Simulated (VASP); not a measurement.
# CdO (Fm-3m) in VASP: single point with PBEsol

Aim: the single point of CdO with PBEsol.

All numbers are computed with VASP 6.6.1; they aren't measurements. Logs are shortened: lines on timing, memory, paths and dates and some standing lists are left out, and cuts for length are marked.

## (1) The cell of the first run

The structure is cubic, space group Fm-3m (No. 225). The conventional cell has a = 4.691 Å, b = 4.691 Å, c = 4.691 Å, α = 90.00°, β = 90.00°, γ = 90.00°. Cd (site symmetry m-3m) has 6 O at 2.35 Å within 3.1 Å. O (site symmetry m-3m) has 6 Cd at 2.35 Å within 3.1 Å.

## (2) Single point, PBEsol

Input file INCAR:

```
ALGO = Normal
EDIFF = 1E-6
ENCUT = 600
GGA = PS
GGA_COMPAT = False
ISIF = 2
ISMEAR = 0
LASPH = True
LCHARG = False
LREAL = False
LWAVE = False
NBANDS = 16
NELM = 120
PREC = Accurate
SIGMA = 0.1
```

Input file KPOINTS:

```
k-points
0
Gamma
  16 16 16
```

Input file POSCAR:

```
CdO
1.0
    0.0000000000      2.3453408960      2.3453408960
    2.3453408960      0.0000000000      2.3453408960
    2.3453408960      2.3453408960      0.0000000000
Cd O
1 1
Direct
    0.0000000000      0.0000000000      0.0000000000
    0.5000000000      0.5000000000      0.5000000000
```

Potentials or basis: VASP PAW PBE potentials, release 64 (Cd, O).

The run is started by

```console
$ cat potpaw_PBE.64/Cd/POTCAR potpaw_PBE.64/O/POTCAR > POTCAR
$ mpirun -np 1 vasp_std > vasp.out
```

OUTCAR:

```text
EDIFF = 1E-6
   ENCUT = 600
   GGA = PS
   ISIF = 2
   ISMEAR = 0
   LASPH = True
   LREAL = False
   NELM = 120
   PREC = Accurate

 ion  position               nearest neighbor table
   1  0.000  0.000  0.000-   2 2.35   2 2.35   2 2.35   2 2.35   2 2.35   2 2.35
   2  0.500  0.500  0.500-   1 2.35   1 2.35   1 2.35   1 2.35   1 2.35   1 2.35

  LATTYP: Found a face centered cubic cell.
 ALAT       =     4.6906817920

  Lattice vectors:

 A1 = (   0.0000000000,   2.3453408960,   2.3453408960)
 A2 = (   2.3453408960,   0.0000000000,   2.3453408960)
 A3 = (   2.3453408960,   2.3453408960,   0.0000000000)

Analysis of symmetry for initial positions (statically):
=====================================================================
 Subroutine PRICEL returns:
 Original cell was already a primitive cell.

 Routine SETGRP: Setting up the symmetry group for a
 face centered cubic supercell.

 Subroutine GETGRP returns: Found 48 space group operations
 (whereof 48 operations were pure point group operations)
 out of a pool of 48 trial point group operations.

The static configuration has the point symmetry O_h .

Analysis of symmetry for dynamics (positions and initial velocities):
=====================================================================
 Subroutine PRICEL returns:
 Original cell was already a primitive cell.

 Routine SETGRP: Setting up the symmetry group for a
 face centered cubic supercell.

 Subroutine GETGRP returns: Found 48 space group operations
 (whereof 48 operations were pure point group operations)
 out of a pool of 48 trial point group operations.

The dynamic configuration has the point symmetry O_h .

 Subroutine INISYM returns: Found 48 space group operations
 (whereof 48 operations are pure point group operations),
 and found     1 'primitive' translations

----------------------------------------------------------------------------------------

                                     Primitive cell

  volume of cell :      25.8017

  direct lattice vectors                    reciprocal lattice vectors
     0.000000000  2.345340896  2.345340896    -0.213188625  0.213188625  0.213188625
     2.345340896  0.000000000  2.345340896     0.213188625 -0.213188625  0.213188625
     2.345340896  2.345340896  0.000000000     0.213188625  0.213188625 -0.213188625

  length of vectors
     3.316812904  3.316812904  3.316812904     0.369253530  0.369253530  0.369253530

  position of ions in fractional coordinates (direct lattice)
     0.000000000  0.000000000  0.000000000
     0.500000000  0.500000000  0.500000000

  ion indices of the primitive-cell ions
   primitive index   ion index
                 1           1
                 2           2

----------------------------------------------------------------------------------------

 KPOINTS: k-points

Automatic generation of k-mesh.
 Grid dimensions read from file:
 generate k-points for:   16   16   16

 Generating k-lattice:

  Cartesian coordinates                     Fractional coordinates (reciprocal lattice)
    -0.013324289  0.013324289  0.013324289     0.062500000  0.000000000  0.000000000
     0.013324289 -0.013324289  0.013324289     0.000000000  0.062500000  0.000000000
     0.013324289  0.013324289 -0.013324289     0.000000000  0.000000000  0.062500000

  Length of vectors
     0.023078346  0.023078346  0.023078346

  Shift w.r.t. Gamma in fractional coordinates (k-lattice)
     0.000000000  0.000000000  0.000000000

 Subroutine IBZKPT returns following result:
 ===========================================

 Found    145 irreducible k-points:

 Following reciprocal coordinates:
            Coordinates               Weight
  0.000000  0.000000  0.000000      1.000000
  0.062500  0.000000  0.000000      8.000000
  0.125000  0.000000  0.000000      8.000000
  0.187500  0.000000  0.000000      8.000000
  0.250000  0.000000  0.000000      8.000000
  0.312500  0.000000  0.000000      8.000000
[... 16 lines left out ...]
 -0.125000  0.062500  0.000000     24.000000
 -0.062500  0.062500  0.000000     12.000000
 [... further k-points ...]
   k-points           NKPTS =    145   k-points in BZ     NKDIM =    145   number of bands    NBANDS=     16
   number of dos      NEDOS =    301   number of ions     NIONS =      2
   total plane-waves  NPLWV =  21952
   dimension x,y,z NGX =    28 NGY =   28 NGZ =   28
   dimension x,y,z NGXF=    56 NGYF=   56 NGZF=   56
   ions per type =               1   1
   NGX,Y,Z   is equivalent  to a cutoff of  14.03, 14.03, 14.03 a.u.
   NGXF,Y,Z  is equivalent  to a cutoff of  28.07, 28.07, 28.07 a.u.
 SYSTEM =  unknown system
   PREC   = accura    normal or accurate (medium, high low for compatibility)
   ISTART =      0    job   : 0-new  1-cont  2-samecut
   ICHARG =      2    charge: 1-file 2-atom 10-const
   ISPIN  =      1    spin polarized calculation?
   LNONCOLLINEAR =      F non collinear calculations
   LSORBIT =      F    spin-orbit coupling
   LASPH  =      T    aspherical Exc in radial PAW
   ENCUT  =  600.0 eV  44.10 Ry    6.64 a.u.   6.62  6.62  6.62*2*pi/ulx,y,z
   NELM   =    120;   NELMIN=  2; NELMDL= -5     # of ELM steps
   EDIFF  = 0.1E-05   stopping-criterion for ELM
   LREAL  =      F    real-space projection
   EDIFFG = 0.1E-04   stopping-criterion for IOM
   NSW    =      0    number of steps for IOM
   IBRION =     -1    ionic relax: 0-MD 1-quasi-New 2-CG
   NFREE  =      0    steps in history (QN), initial steepest desc. (CG)
   ISIF   =      2    stress and relaxation
   ISYM   =      2    0-nonsym 1-usesym 2-fastsym
   POTIM  = 0.5000    time-step for ionic-motion
   TEBEG  =    0.0;   TEEND  =   0.0 temperature during run
   PSTRESS=    0.0 pullay stress
   NELECT =      18.0000    total number of electrons
   NUPDOWN=      -1.0000    fix difference up-down
   EMIN   =  10.00;   EMAX   =-10.00  energy-range for DOS
   EFERMI =   0.00;   METHOD = LEGACY
   ISMEAR =     0;   SIGMA  =   0.10  broadening in eV -4-tet -1-fermi 0-gaus
   EFERMI_NEDOS =   21; number of points for ismear=-14 and -15
   IALGO  =     38    algorithm
   IMIX   =      4    mixing-type and parameters
     AMIX     =   0.40;   BMIX     =  1.00
     AMIX_MAG =   1.60;   BMIX_MAG =  1.00
  volume/ion in A,a.u.               =      12.90        87.06
  Fermi-wavevector in a.u.,A,eV,Ry     =   1.451943  2.743775 28.682982  2.108140
  Thomas-Fermi vector in A             =   2.569382
   LORBIT       =      0    0 simple, 1 ext, 2 COOP (PROOUT), +10 PAW based schemes
   GGA     = PS    functional components
   LHFCALC =     F    Hartree Fock is set to
   AEXX    =    0.0000 exact exchange contribution
   IVDW    =     0    specifies the selected vdW correction
   LEPSILON=     F    determine dielectric tensor
   LRPA    =     F    only Hartree local field effects (RPA)
 non-spin polarized calculation
 Gauss-broadening in eV      SIGMA  =   0.10
  energy-cutoff  :      600.00
  volume of cell :       25.80
 maximum number of plane-waves:       882
   NGX = 13   NGY = 13   NGZ = 13

 number of electron      18.0000003 magnetization

 Free energy of the ion-electron system (eV)
  ---------------------------------------------------
  ext. energy  EPLUGINS =         0.00000000
  ---------------------------------------------------
  free energy    TOTEN  =        -8.50431271 eV

  energy without entropy =       -8.50370042  energy(sigma->0) =       -8.50400657

 E-fermi :   2.0091     XC(G=0): -11.9937

 val. band max:        1.9621087471   @ k =   0.0625   0.0000   0.0000
 cond. band min:       2.1352913804   @ k =   0.0625   0.0625   0.0000
 fundamental gap:      0.1731826333
 Fermi energy:         2.0091222563

 k-point     1 :       0.0000    0.0000    0.0000
  band No.  band energies     occupation
      1     -15.4326      2.00000
      2      -4.7377      2.00000
      3      -4.7377      2.00000
      4      -4.7377      2.00000
      5      -4.4295      2.00000
      6      -4.4295      2.00000
[... 8 lines left out ...]
     15      20.0725      0.00000
     16      20.0725      0.00000

 k-point     2 :       0.0625    0.0000    0.0000
  band No.  band energies     occupation
      1     -15.4042      2.00000
      2      -4.7540      2.00000
      3      -4.7281      2.00000
      4      -4.7281      2.00000
      5      -4.4615      2.00000
      6      -4.4615      2.00000
[... 8 lines left out ...]
     15      20.1776      0.00000
     16      20.1776      0.00000

 k-point     3 :       0.1250    0.0000    0.0000
  band No.  band energies     occupation
      1     -15.3220      2.00000
      2      -4.8094      2.00000
      3      -4.7277      2.00000
      4      -4.7277      2.00000
      5      -4.5206      2.00000
      6      -4.5206      2.00000
[... 8 lines left out ...]
     15      20.4397      0.00000
     16      20.4397      0.00000

 k-point     4 :       0.1875    0.0000    0.0000
  band No.  band energies     occupation
      1     -15.1955      2.00000
      2      -4.9197      2.00000
      3      -4.8209      2.00000
      4      -4.8209      2.00000
      5      -4.5035      2.00000
      6      -4.5035      2.00000
[... 8 lines left out ...]
     15      20.8374      0.00000
     16      20.8374      0.00000
[... 324 lines left out ...]
 k-point    22 :      -0.1875    0.0625    0.0000
  band No.  band energies     occupation
      1     -15.1286      2.00000
      2      -4.9765      2.00000
      3      -4.9043      2.00000
      4      -4.8601      2.00000
      5      -4.5509      2.00000
      6      -4.3910      2.00000
[... 8 lines left out ...]
     15      20.0119      0.00000
     16      21.9589      0.00000

 k-point    23 :      -0.1250    0.0625    0.0000
  band No.  band energies     occupation
      1     -15.2626      2.00000
      2      -4.8384      2.00000
      3      -4.7735      2.00000
      4      -4.7410      2.00000
      5      -4.6267      2.00000
      6      -4.4390      2.00000
[... 8 lines left out ...]
     15      19.4502      0.00000
     16      21.5136      0.00000

 k-point    24 :      -0.0625    0.0625    0.0000
  band No.  band energies     occupation
      1     -15.3582      2.00000
      2      -4.7764      2.00000
      3      -4.7315      2.00000
      4      -4.7074      2.00000
      5      -4.5643      2.00000
      6      -4.4480      2.00000
[... 8 lines left out ...]
     15      18.9681      0.00000
     16      21.0376      0.00000

 [... further k-points ...]

------------------------ aborting loop because EDIFF is reached ----------------------------------------

  FORCE on cell =-STRESS in cart. coord.  units (eV):
  Direction    XX          YY          ZZ          XY          YZ          ZX
  --------------------------------------------------------------------------------------
  -------------------------------------------------------------------------------------
  Total        0.2163077      0.2163077      0.2163077     -0.0000000     -0.0000000     -0.0000000
  in kB       13.4318157     13.4318157     13.4318157     -0.0000000     -0.0000000     -0.0000000
  external PRESSURE =      13.4318157 kB  Pullay stress =       0.0000000 kB

 VOLUME and BASIS-vectors are now :
 -----------------------------------------------------------------------------
  energy-cutoff  :      600.00
  volume of cell :       25.80
      direct lattice vectors                 reciprocal lattice vectors
     0.000000000  2.345340896  2.345340896    -0.213188625  0.213188625  0.213188625
     2.345340896  0.000000000  2.345340896     0.213188625 -0.213188625  0.213188625
     2.345340896  2.345340896  0.000000000     0.213188625  0.213188625 -0.213188625

 POSITION                                       TOTAL-FORCE (eV/Angst)
 -----------------------------------------------------------------------------------
      0.00000      0.00000      0.00000         0.000000     -0.000000     -0.000000
      2.34534      2.34534      2.34534        -0.000000      0.000000      0.000000
 -----------------------------------------------------------------------------------
    total drift:                                0.000000      0.000000      0.000000

  FREE ENERGIE OF THE ION-ELECTRON SYSTEM (eV)
  ---------------------------------------------------
  free  energy   TOTEN  =        -8.5043127133 eV

  energy  without entropy=       -8.5037004170  energy(sigma->0) =       -8.50400657
```

Wall time 1.8 min (1 thread of Intel Xeon 8259CL, shared host); peak memory 0.21 GiB.

Results:

```
Free energy            : -8.5043 eV
Pressure               : 1.3 GPa
Band gap on the k mesh : zero (band 9 reaches 1.93 eV, above the bottom of band 10 at 1.41 eV)
```

Levels at points of the mesh, in eV from the Fermi level:
```
           k point  band 7  band 8  band 9  band 10  band 11  band 12
(0.00, 0.00, 0.00)   -1.46   -1.46   -1.46    -0.60    14.70    16.85
(0.50, 0.00, 0.00)   -3.92   -0.08   -0.08     4.22     7.21    11.75
(0.50, 0.50, 0.00)   -4.53   -2.46   -2.46     3.71     8.39    11.00
```

Caveat: the PAW data sets were made with another functional, which shifts forces and pressure a little.
